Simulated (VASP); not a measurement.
Wanted: the native input for a VASP 6.6.1 run.

```
Task                   : relaxation of cell and atoms
Functional             : PBE
Potentials or basis    : VASP PAW PBE potentials, release 64 (Ta_pv)
Cutoff                 : 600 eV
k mesh                 : 32 × 32 × 32
Occupations            : gaussian, width 0.3 eV
Spin                   : no spin polarisation
Dipole correction      : no
Further INCAR settings : ALGO = Fast; EDIFF = 1e-07; IBRION = 2; EDIFFG = -0.005; NSW = 80; ISIF = 3
```

The structure of Ta lies in POSCAR:

```
Ta
1.0
   -1.6550000000      1.6550000000      1.6550000000
    1.6550000000     -1.6550000000      1.6550000000
    1.6550000000      1.6550000000     -1.6550000000
Ta
1
Direct
    0.0000000000      0.0000000000      0.0000000000
```

One way to write it, as run:

INCAR

```
SYSTEM = Ta
PREC = Accurate
ENCUT = 600
EDIFF = 1E-7
ISMEAR = 0
SIGMA = 0.3
LREAL = .FALSE.
LASPH = .TRUE.
NELM = 60
ALGO = Fast
ISIF = 3
LWAVE = .FALSE.
LCHARG = .FALSE.
GGA = PE
IBRION = 2
NSW = 80
EDIFFG = -0.005
```

KPOINTS

```
Automatic mesh
0
G
  32 32 32
  0 0 0
```

Potentials or basis: VASP PAW PBE potentials, release 64 (Ta_pv).

Run with:

```console
$ cat potpaw_PBE.64/Ta_pv/POTCAR > POTCAR
$ mpirun -np 1 vasp_std > vasp.out
```

Results of the run:

```
Relaxed volume                         : 18.32 Å³/atom
Relaxed cell                           : a = 2.877 Å, b = 2.877 Å, c = 2.877 Å, α = 109.47°, β = 109.47°, γ = 109.47°
Space group after relaxing (to 0.05 Å) : Im-3m (No. 229)
Energy gained by relaxing              : 1.2 meV/atom
Ionic steps                            : 3
Pressure after relaxing                : 0.0 GPa
```

Wall time 120 s on 1 thread of Intel(R) Xeon(R) 6975P-C (Granite Rapids) (shared host), peak memory 0.32 GiB.
